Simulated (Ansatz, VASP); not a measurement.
## SnO2 in VASP and in Ansatz

```
Sn O
1.0
     4.84607    0.00000    0.00000
     0.00000    4.84607    0.00000
     0.00000    0.00000    3.25918
Sn O
2 4
Direct
  0.00000 0.00000 0.00000
  0.50000 0.50000 0.50000
  0.30710 0.30710 0.00000
  0.19290 0.80710 0.50000
  0.69290 0.69290 0.00000
  0.80710 0.19290 0.50000
```

Alike in both runs: task single point; functional PBE; k mesh 4 × 4 × 6; no spin polarisation.

|  | VASP | Ansatz |
| --- | --- | --- |
| version | VASP 6.6.1 | Ansatz 0.2.0 |
| potentials or method | VASP PAW PBE potentials, release 64 (Sn_d, O), cutoff 520 eV | plane waves, PAW |
| occupations | gaussian, width 0.01 eV | fixed |
| valence electrons in the cell | 52 | 52 |

|  | VASP | Ansatz | Ansatz less VASP |
| --- | --- | --- | --- |
| pressure (GPa) | -1.9 | -2.5 | -0.58 |
| traceless stress, the component that is largest in VASP (GPa) | -0.63 | -0.84 | -0.215 |
